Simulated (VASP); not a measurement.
# P (Fm-3m) in VASP: further runs

Runs on P. Level: PBE. Tasks: relaxation of cell and atoms.

Program: VASP 6.6.1. These are calculated values, not measurements. Logs are shortened: lines on timing, memory, paths and dates and some standing lists are left out, and cuts for length are marked.

**1. The cell of the first run**

Symmetry: Fm-3m, No. 225, cubic system. Conventional cell: a = 3.915 Å, b = 3.915 Å, c = 3.915 Å, α = 90.00°, β = 90.00°, γ = 90.00°. Within 3.6 Å of P (site symmetry m-3m) lie 12 P at 2.77 Å.

**2. Relaxation of cell and atoms, PBE**

File INCAR:

```
  PREC = Accurate
  ENCUT = 600
  EDIFF = 1E-6
  ISMEAR = -1
  SIGMA = 0.05
  LREAL = F
  LASPH = T
  NELM = 100
  ALGO = Normal
  ISIF = 3
  LWAVE = F
  LCHARG = F
  GGA = PE
  IBRION = 2
  NSW = 60
  EDIFFG = -0.005
```

File KPOINTS:

```
Automatic mesh
0
Gamma
  17 17 17
```

File POSCAR:

```
P
1.0
    0.0000000000      1.9574338206      1.9574338206
    1.9574338206      0.0000000000      1.9574338206
    1.9574338206      1.9574338206      0.0000000000
P
1
Direct
    0.0000000000      0.0000000000      0.0000000000
```

Potentials or basis: VASP PAW PBE potentials, release 64 (P).

Command:

```sh
$ cat potpaw_PBE.64/P/POTCAR > POTCAR
$ mpirun -np 1 vasp_std > vasp.out
```

OUTCAR:

```text
PREC = Accurate
   ENCUT = 600
   EDIFF = 1E-6
   ISMEAR = -1
   LREAL = F
   LASPH = T
   NELM = 100
   ISIF = 3
   GGA = PE
   IBRION = 2
   NSW = 60
   EDIFFG = -0.005

 ion  position               nearest neighbor table
   1  0.000  0.000  0.000-

  LATTYP: Found a face centered cubic cell.
 ALAT       =     3.9148676412

  Lattice vectors:

 A1 = (   0.0000000000,   1.9574338206,   1.9574338206)
 A2 = (   1.9574338206,   0.0000000000,   1.9574338206)
 A3 = (   1.9574338206,   1.9574338206,   0.0000000000)

Analysis of symmetry for initial positions (statically):
=====================================================================
 Subroutine PRICEL returns:
 Original cell was already a primitive cell.

 Routine SETGRP: Setting up the symmetry group for a
 face centered cubic supercell.

 Subroutine GETGRP returns: Found 48 space group operations
 (whereof 48 operations were pure point group operations)
 out of a pool of 48 trial point group operations.

The static configuration has the point symmetry O_h .

Analysis of symmetry for dynamics (positions and initial velocities):
=====================================================================
 Subroutine PRICEL returns:
 Original cell was already a primitive cell.

 Routine SETGRP: Setting up the symmetry group for a
 face centered cubic supercell.

 Subroutine GETGRP returns: Found 48 space group operations
 (whereof 48 operations were pure point group operations)
 out of a pool of 48 trial point group operations.

The dynamic configuration has the point symmetry O_h .

 Subroutine INISYM returns: Found 48 space group operations
 (whereof 48 operations are pure point group operations),
 and found     1 'primitive' translations

----------------------------------------------------------------------------------------

                                     Primitive cell

  volume of cell :      15.0000

  direct lattice vectors                    reciprocal lattice vectors
     0.000000000  1.957433821  1.957433821    -0.255436477  0.255436477  0.255436477
     1.957433821  0.000000000  1.957433821     0.255436477 -0.255436477  0.255436477
     1.957433821  1.957433821  0.000000000     0.255436477  0.255436477 -0.255436477

  length of vectors
     2.768229457  2.768229457  2.768229457     0.442428957  0.442428957  0.442428957

  position of ions in fractional coordinates (direct lattice)
     0.000000000  0.000000000  0.000000000

  ion indices of the primitive-cell ions
   primitive index   ion index
                 1           1

----------------------------------------------------------------------------------------

 KPOINTS: Automatic mesh

Automatic generation of k-mesh.
 Grid dimensions read from file:
 generate k-points for:   17   17   17

 Generating k-lattice:

  Cartesian coordinates                     Fractional coordinates (reciprocal lattice)
    -0.015025675  0.015025675  0.015025675     0.058823529  0.000000000  0.000000000
     0.015025675 -0.015025675  0.015025675     0.000000000  0.058823529  0.000000000
     0.015025675  0.015025675 -0.015025675     0.000000000  0.000000000  0.058823529

  Length of vectors
     0.026025233  0.026025233  0.026025233

  Shift w.r.t. Gamma in fractional coordinates (k-lattice)
     0.000000000  0.000000000  0.000000000

 Subroutine IBZKPT returns following result:
 ===========================================

 Found    165 irreducible k-points:

 Following reciprocal coordinates:
            Coordinates               Weight
  0.000000  0.000000  0.000000      1.000000
  0.058824  0.000000  0.000000      8.000000
  0.117647  0.000000  0.000000      8.000000
  0.176471  0.000000  0.000000      8.000000
  0.235294  0.000000  0.000000      8.000000
  0.294118  0.000000  0.000000      8.000000
[... 16 lines left out ...]
 -0.176471  0.058824  0.000000     24.000000
 -0.117647  0.058824  0.000000     24.000000
 [... further k-points ...]
   k-points           NKPTS =    165   k-points in BZ     NKDIM =    165   number of bands    NBANDS=      6
   number of dos      NEDOS =    301   number of ions     NIONS =      1
   total plane-waves  NPLWV =  13824
   dimension x,y,z NGX =    24 NGY =   24 NGZ =   24
   dimension x,y,z NGXF=    48 NGYF=   48 NGZF=   48
   ions per type =               1
   NGX,Y,Z   is equivalent  to a cutoff of  14.41, 14.41, 14.41 a.u.
   NGXF,Y,Z  is equivalent  to a cutoff of  28.83, 28.83, 28.83 a.u.
 SYSTEM =  unknown system
   PREC   = accura    normal or accurate (medium, high low for compatibility)
   ISTART =      0    job   : 0-new  1-cont  2-samecut
   ICHARG =      2    charge: 1-file 2-atom 10-const
   ISPIN  =      1    spin polarized calculation?
   LNONCOLLINEAR =      F non collinear calculations
   LSORBIT =      F    spin-orbit coupling
   LASPH  =      T    aspherical Exc in radial PAW
   ENCUT  =  600.0 eV  44.10 Ry    6.64 a.u.   5.53  5.53  5.53*2*pi/ulx,y,z
   NELM   =    100;   NELMIN=  2; NELMDL= -5     # of ELM steps
   EDIFF  = 0.1E-05   stopping-criterion for ELM
   LREAL  =      F    real-space projection
   EDIFFG = -.5E-02   stopping-criterion for IOM
   NSW    =     60    number of steps for IOM
   IBRION =      2    ionic relax: 0-MD 1-quasi-New 2-CG
   NFREE  =      1    steps in history (QN), initial steepest desc. (CG)
   ISIF   =      3    stress and relaxation
   ISYM   =      2    0-nonsym 1-usesym 2-fastsym
   POTIM  = 0.5000    time-step for ionic-motion
   TEBEG  =    0.0;   TEEND  =   0.0 temperature during run
   PSTRESS=    0.0 pullay stress
   NELECT =       5.0000    total number of electrons
   NUPDOWN=      -1.0000    fix difference up-down
   EMIN   =  10.00;   EMAX   =-10.00  energy-range for DOS
   EFERMI =   0.00;   METHOD = LEGACY
   ISMEAR =    -1;   SIGMA  =   0.05  broadening in eV -4-tet -1-fermi 0-gaus
   EFERMI_NEDOS =   21; number of points for ismear=-14 and -15
   IALGO  =     38    algorithm
   IMIX   =      4    mixing-type and parameters
     AMIX     =   0.40;   BMIX     =  1.00
     AMIX_MAG =   1.60;   BMIX_MAG =  1.00
  volume/ion in A,a.u.               =      15.00       101.22
  Fermi-wavevector in a.u.,A,eV,Ry     =   1.135101  2.145029 17.530477  1.288454
  Thomas-Fermi vector in A             =   2.271805
   LORBIT       =      0    0 simple, 1 ext, 2 COOP (PROOUT), +10 PAW based schemes
   GGA     = PE    functional components
   LHFCALC =     F    Hartree Fock is set to
   AEXX    =    0.0000 exact exchange contribution
   IVDW    =     0    specifies the selected vdW correction
   LEPSILON=     F    determine dielectric tensor
   LRPA    =     F    only Hartree local field effects (RPA)
 conjugate gradient relaxation of ions
 non-spin polarized calculation
  energy-cutoff  :      600.00
  volume of cell :       15.00
 maximum number of plane-waves:       531
 NGX is ok and might be reduce to    24
   NGX = 11   NGY = 11   NGZ = 11

--------------------------------------- Ionic step        1  -------------------------------------------

 number of electron       5.0000000 magnetization

 Free energy of the ion-electron system (eV)
  ---------------------------------------------------
  ext. energy  EPLUGINS =         0.00000000
  ---------------------------------------------------
  free energy    TOTEN  =        -4.50821723 eV

  energy without entropy =       -4.50064374  energy(sigma->0) =       -4.50443049

------------------------ aborting loop because EDIFF is reached ----------------------------------------

  FORCE on cell =-STRESS in cart. coord.  units (eV):
  Direction    XX          YY          ZZ          XY          YZ          ZX
  --------------------------------------------------------------------------------------
  -------------------------------------------------------------------------------------
  Total       -0.2624589     -0.2624589     -0.2624589      0.0000000      0.0000000     -0.0000000
  in kB      -28.0337091    -28.0337091    -28.0337091      0.0000000      0.0000000     -0.0000000
  external PRESSURE =     -28.0337091 kB  Pullay stress =       0.0000000 kB
[... 55 lines left out ...]
  energy  without entropy=       -4.5065207450  energy(sigma->0) =       -4.50977748

--------------------------------------- Ionic step        3  -------------------------------------------

 number of electron       5.0000000 magnetization

 Free energy of the ion-electron system (eV)
  ---------------------------------------------------
  ext. energy  EPLUGINS =         0.00000000
  ---------------------------------------------------
  free energy    TOTEN  =        -4.51304330 eV

  energy without entropy =       -4.50647052  energy(sigma->0) =       -4.50975691

 E-fermi :   9.9090     XC(G=0): -11.5097

 val. band max:        9.8973518246   @ k =   0.3529   0.2941   0.0588
 cond. band min:       9.9127731338   @ k =  -0.2941   0.1765   0.0000
 fundamental gap:      0.0154213092
 Fermi energy:         9.9089513955

 k-point     1 :       0.0000    0.0000    0.0000
  band No.  band energies     occupation
      1      -6.5291      2.00000
      2      16.7022      0.00000
      3      16.7022      0.00000
      4      16.7022      0.00000
      5      21.3069      0.00000
      6      21.3069      0.00000

 k-point     2 :       0.0588    0.0000    0.0000
  band No.  band energies     occupation
      1      -6.4319      2.00000
      2      15.8713      0.00000
      3      16.5534      0.00000
      4      16.5534      0.00000
      5      21.3930      0.00000
      6      21.5556      0.00000
[... 190 lines left out ...]
 k-point    24 :      -0.1176    0.0588    0.0000
  band No.  band energies     occupation
      1      -5.9148      2.00000
      2      13.3192      0.00000
      3      14.8689      0.00000
      4      16.5490      0.00000
      5      21.4699      0.00000
      6      21.9733      0.00000

 [... further k-points ...]
[... 5 lines left out ...]
  --------------------------------------------------------------------------------------
  -------------------------------------------------------------------------------------
  Total        0.0000755      0.0000755      0.0000755      0.0000000     -0.0000000      0.0000000
  in kB        0.0083618      0.0083618      0.0083618      0.0000000     -0.0000000      0.0000000
  external PRESSURE =       0.0083618 kB  Pullay stress =       0.0000000 kB
[... 16 lines left out ...]
  FREE ENERGIE OF THE ION-ELECTRON SYSTEM (eV)
  ---------------------------------------------------
  free  energy   TOTEN  =        -4.5130433022 eV

  energy  without entropy=       -4.5064705172  energy(sigma->0) =       -4.50975691

 reached required accuracy - stopping structural energy minimisation
```

Wall time 11 s (1 thread of Intel Xeon Platinum 8488C (Sapphire Rapids), shared host); peak memory 0.14 GiB.

Results:

- Free energy: -4.5130 eV
- Relaxed volume: 14.46 Å³/atom
- Relaxed cell: a = 2.735 Å, b = 2.735 Å, c = 2.735 Å, α = 60.00°, β = 60.00°, γ = 60.00°
- Space group after relaxing (to 0.05 Å): Fm-3m (No. 225)
- Energy gained by relaxing: 4.8 meV/atom
- Ionic steps: 3
- Pressure after relaxing: 0.0 GPa

The path:
```csv
step,energy change (eV),largest force (eV/Å),pressure (GPa),volume (Å³)
1,0.0000,0.0000,-2.80,15.00
2,-0.0048,0.0000,0.13,14.44
3,-0.0048,0.0000,0.00,14.46
```

Final structure:
```
CELL_PARAMETERS angstrom
0.00000 1.93367 1.93367
1.93367 0.00000 1.93367
1.93367 1.93367 0.00000
ATOMIC_POSITIONS crystal
P 0.00000 0.00000 0.00000
```

**3. Relaxation of cell and atoms, PBE, target pressure 15 GPa, at which the enthalpy is minimised**

This run uses another cell than the first one, of 12.85 Å³/atom, 0.857 times its volume.

File INCAR:

```
  ALGO = Normal
  EDIFF = 1E-6
  EDIFFG = -0.005
  ENCUT = 600
  GGA = PE
  IBRION = 2
  ISIF = 3
  ISMEAR = -1
  LASPH = T
  LCHARG = F
  LREAL = F
  LWAVE = F
  NELM = 80
  NSW = 60
  PREC = Accurate
  PSTRESS = 150.0
  SIGMA = 0.05
```

File KPOINTS:

```
k-points
0
Gamma
  18 18 18
```

File POSCAR:

```
P
1.0
    0.0000000000      1.8589470313      1.8589470313
    1.8589470313      0.0000000000      1.8589470313
    1.8589470313      1.8589470313      0.0000000000
P
1
Direct
    0.0000000000      0.0000000000      0.0000000000
```

Potentials or basis: VASP PAW PBE potentials, release 64 (P).

Command:

```sh
$ cat potpaw_PBE.64/P/POTCAR > POTCAR
$ mpirun -np 1 vasp_std > vasp.out
```

OUTCAR:

```text
EDIFF = 1E-6
   EDIFFG = -0.005
   ENCUT = 600
   GGA = PE
   IBRION = 2
   ISIF = 3
   ISMEAR = -1
   LASPH = T
   LREAL = F
   NELM = 80
   NSW = 60
   PREC = Accurate
   PSTRESS = 150.0

 ion  position               nearest neighbor table
   1  0.000  0.000  0.000-

  LATTYP: Found a face centered cubic cell.
 ALAT       =     3.7178940626

  Lattice vectors:

 A1 = (   0.0000000000,   1.8589470313,   1.8589470313)
 A2 = (   1.8589470313,   0.0000000000,   1.8589470313)
 A3 = (   1.8589470313,   1.8589470313,   0.0000000000)

Analysis of symmetry for initial positions (statically):
=====================================================================
 Subroutine PRICEL returns:
 Original cell was already a primitive cell.

 Routine SETGRP: Setting up the symmetry group for a
 face centered cubic supercell.

 Subroutine GETGRP returns: Found 48 space group operations
 (whereof 48 operations were pure point group operations)
 out of a pool of 48 trial point group operations.

The static configuration has the point symmetry O_h .

Analysis of symmetry for dynamics (positions and initial velocities):
[... 159 lines left out ...]

------------------------ aborting loop because EDIFF is reached ----------------------------------------

  FORCE on cell =-STRESS in cart. coord.  units (eV):
  Direction    XX          YY          ZZ          XY          YZ          ZX
  --------------------------------------------------------------------------------------
  -------------------------------------------------------------------------------------
  Total        1.1578093      1.1578093      1.1578093     -0.0000000     -0.0000000      0.0000000
  in kB      144.3831763    144.3831763    144.3831763     -0.0000000     -0.0000000      0.0000000
  external PRESSURE =      -5.6168237 kB  Pullay stress =     150.0000000 kB
[... 61 lines left out ...]
--------------------------------------- Ionic step        3  -------------------------------------------

 number of electron       5.0000000 magnetization

 Free energy of the ion-electron system (eV)
  ---------------------------------------------------
  ext. energy  EPLUGINS =         0.00000000
  ---------------------------------------------------
  free energy    TOTEN  =        -4.44938678 eV

  energy without entropy =       -4.44610490  energy(sigma->0) =       -4.44774584

 E-fermi :  11.7237     XC(G=0): -12.0535

 val. band max:       11.6818195269   @ k =  -0.1667   0.1667   0.0556
 cond. band min:      11.7499621526   @ k =  -0.4444   0.3333   0.1111
 fundamental gap:      0.0681426257
 Fermi energy:        11.7237001066

 k-point     1 :       0.0000    0.0000    0.0000
  band No.  band energies     occupation
      1      -6.0289      2.00000
      2      19.7518      0.00000
      3      19.7518      0.00000
      4      19.7518      0.00000
      5      23.4099      0.00000
      6      23.4099      0.00000
[... 199 lines left out ...]
 k-point    24 :      -0.2222    0.0556    0.0000
  band No.  band energies     occupation
      1      -4.1681      2.00000
      2      11.2608      1.99981
      3      16.6830      0.00000
      4      18.7667      0.00000
      5      24.0658      0.00000
      6      24.1990      0.00000

 [... further k-points ...]
[... 5 lines left out ...]
  --------------------------------------------------------------------------------------
  -------------------------------------------------------------------------------------
  Total        1.1988407      1.1988407      1.1988407      0.0000000      0.0000000     -0.0000000
  in kB      150.0590703    150.0590703    150.0590703      0.0000000      0.0000000     -0.0000000
  external PRESSURE =       0.0590703 kB  Pullay stress =     150.0000000 kB
[... 20 lines left out ...]
  energy  without entropy=       -4.4461049049  energy(sigma->0) =       -4.44774584

  enthalpy is  TOTEN    =        -3.2510179772 eV   P V=        1.1983688054

 reached required accuracy - stopping structural energy minimisation
```

CONTCAR:

```text
P
   1.00000000000000
    -0.0000000000000000    1.8566353184239488    1.8566353184239488
     1.8566353184239488   -0.0000000000000000    1.8566353184239488
     1.8566353184239488    1.8566353184239488   -0.0000000000000000
  P
     1
Direct
     0.0000000000000000    0.0000000000000000    0.0000000000000000

  0.00000000E+00  0.00000000E+00  0.00000000E+00
```

Run time: 11 s. Hardware: 1 thread of Intel Xeon Platinum 8488C (Sapphire Rapids), shared host; peak memory 0.14 GiB.

What came out:

* Free energy: -4.4494 eV
* Relaxed volume: 12.80 Å³/atom
* Relaxed cell: a = 2.626 Å, b = 2.626 Å, c = 2.626 Å, α = 60.00°, β = 60.00°, γ = 60.00°
* Space group after relaxing (to 0.05 Å): Fm-3m (No. 225)
* Energy change on relaxing (the enthalpy is what falls): +4.4 meV/atom
* Ionic steps: 3
* Pressure after relaxing: 15.0 GPa

The path:
```
step  energy change (eV)  largest force (eV/Å)  pressure (GPa)  volume (Å³)
   1              0.0000                0.0000           14.44        12.85
   2              0.0078                0.0000           15.42        12.76
   3              0.0044                0.0000           15.01        12.80
```

Final structure:
```xyz
1
Lattice="0.0000 1.8566 1.8566 1.8566 0.0000 1.8566 1.8566 1.8566 0.0000" Properties=species:S:1:pos:R:3 pbc="T T T"
P     0.0000    0.0000    0.0000
```

Caveat: the cell is relaxed towards a set pressure, so the enthalpy falls and the energy may rise.

**4. Relaxation of cell and atoms, PBE, target pressure 15 GPa, at which the enthalpy is minimised**

This run uses another cell than the first one, of 12.82 Å³/atom, 0.855 times its volume.

File INCAR:

```
ALGO = Normal
EDIFF = 1E-6
EDIFFG = -0.005
ENCUT = 600
GGA = PE
IBRION = 2
ISIF = 3
ISMEAR = -1
LASPH = True
LCHARG = False
LREAL = False
LWAVE = False
NELM = 60
NSW = 32
PREC = Accurate
PSTRESS = 150.0
SIGMA = 0.05
```

KPOINTS is that of step 3.

File POSCAR:

```
P
1.0
    0.0000000000      1.8578154646      1.8578154646
    1.8578154646      0.0000000000      1.8578154646
    1.8578154646      1.8578154646      0.0000000000
P
1
Direct
    0.0000000000      0.0000000000      0.0000000000
```

Command:

```sh
$ cat potpaw_PBE.64/P/POTCAR > POTCAR
$ mpirun -np 1 vasp_std > vasp.out
```

Run time: 11 s. Hardware: 1 thread of Intel Xeon Platinum 8488C (Sapphire Rapids), shared host; peak memory 0.14 GiB.

The run converged. Its results:

```
Free energy                                            : -4.4494 eV
Relaxed volume                                         : 12.80 Å³/atom
Relaxed cell                                           : a = 2.626 Å, b = 2.626 Å, c = 2.626 Å, α = 60.00°, β = 60.00°, γ = 60.00°
Space group after relaxing (to 0.05 Å)                 : Fm-3m (No. 225)
Energy change on relaxing (the enthalpy is what falls) : +2.3 meV/atom
Ionic steps                                            : 3
Pressure after relaxing                                : 15.0 GPa
```

The path:
| step | energy change (eV) | largest force (eV/Å) | pressure (GPa) | volume (Å³) |
| --- | --- | --- | --- | --- |
| 1 | 0.0000 | 0.0000 | 14.71 | 12.82 |
| 2 | 0.0040 | 0.0000 | 15.22 | 12.78 |
| 3 | 0.0023 | 0.0000 | 15.01 | 12.80 |

Final structure:
```
CELL_PARAMETERS angstrom
0.00000 1.85663 1.85663
1.85663 0.00000 1.85663
1.85663 1.85663 0.00000
ATOMIC_POSITIONS crystal
P 0.00000 0.00000 0.00000
```

Levels at points of the mesh, in eV from the Fermi level:
```csv
k point,band 1,band 2,band 3,band 4,band 5,band 6
"(0.00, 0.00, 0.00)",-17.75,8.03,8.03,8.03,11.69,11.69
"(0.50, 0.00, 0.00)",-11.00,-9.14,5.68,5.68,10.64,10.64
"(0.50, 0.50, 0.00)",-7.90,-7.61,0.81,0.81,3.91,5.21
```

Caveat: the cell is relaxed towards a set pressure, so the enthalpy falls and the energy may rise.

**5. Overview**

| cell | k mesh | gap on the mesh (eV) | pressure (GPa) |
| --- | --- | --- | --- |
| relaxed from a = 2.768 Å, angles 60.0°, 1 atom | 17 × 17 × 17 | none | 0.0 |
| relaxed to 15 GPa from a = 2.629 Å, angles 60.0°, 1 atom | 18 × 18 × 18 | none | 15.0 |
| relaxed to 15 GPa from a = 2.627 Å, angles 60.0°, 1 atom | 18 × 18 × 18 | none | 15.0 |

Alike in all rows: task relaxation of cell and atoms; level PBE; potentials or basis VASP PAW PBE potentials, release 64 (P); no spin polarisation; cutoff (eV) 600; smearing fermi-dirac 0.05 eV.

Caveats: the cell is relaxed towards a set pressure, so the enthalpy falls and the energy may rise (some runs).

Total energies depend on the potentials used, so only differences within one code and one set of settings carry meaning.
